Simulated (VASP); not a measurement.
A run of VASP 6.6.1 is set up as follows.

File INCAR:

```
SYSTEM = Si8O15
PREC = Accurate
ENCUT = 520
EDIFF = 1E-6
ISMEAR = 0
SIGMA = 0.02
LREAL = Auto
LASPH = .TRUE.
NELM = 60
ALGO = Normal
ISIF = 2
LWAVE = .FALSE.
LCHARG = .FALSE.
GGA = PE
IVDW = 12
NBANDS = 78
```

KPOINTS

```
Automatic mesh
0
G
  2 2 2
  0 0 0
```

Contents of POSCAR:

```
Si8O15
1.0
    0.0000000000      5.0462000000      4.4946000000
    4.0970000000      0.0000000000      4.4946000000
    4.0970000000      5.0462000000      0.0000000000
Si O
8 15
Direct
    0.2000833910      0.0564751459      0.9581741097
    0.2938822699      0.4820993525      0.0230766299
    0.7953583154      0.9544688105      0.0542336548
    0.1986375842      0.0173992156      0.4846434986
    0.7312620874      0.5293032577      0.4401124123
    0.7969403167      0.9504994999      0.5445324747
    0.3048637649      0.4446060433      0.5390217331
    0.7022406164      0.5505727596      0.9507975113
    0.4064066962      0.5275647362      0.2107503725
    0.2651407678      0.1435512181      0.6270575200
    0.3741185786      0.7057076573      0.5161136754
    0.2928308603      0.2222356640      0.2318746607
    0.0922932871      0.9748312623      0.2898538731
    0.2329626110      0.3572847970      0.8734764917
    0.1286544043      0.7965447235      0.9804855425
    0.8994820732      0.0180422894      0.7158942496
    0.7697772582      0.6591830497      0.1068162181
    0.8649123059      0.2194518200      0.0180758832
    0.9654284569      0.6123210647      0.6453374659
    0.5949999574      0.4809049062      0.7917326335
    0.7237060608      0.8565553641      0.3831361175
    0.6325140794      0.2781981086      0.4811789966
    0.5354497782      0.8889933313      0.8515665906
```

Potentials or basis: VASP PAW PBE potentials, release 64 (Si, O).

Run with:

```bash
$ cat potpaw_PBE.64/Si/POTCAR potpaw_PBE.64/O/POTCAR > POTCAR
$ mpirun -np 1 vasp_std > vasp.out
```

(1) Predict the pressure.

(2) Predict the largest force.

(3) Estimate the dispersion energy per atom.

## Answers

(1) 10.8 GPa.

(2) 3.340 eV/Å.

(3) -0.239 eV.

Caveat: the k points lie up to 0.61 Å⁻¹ apart.
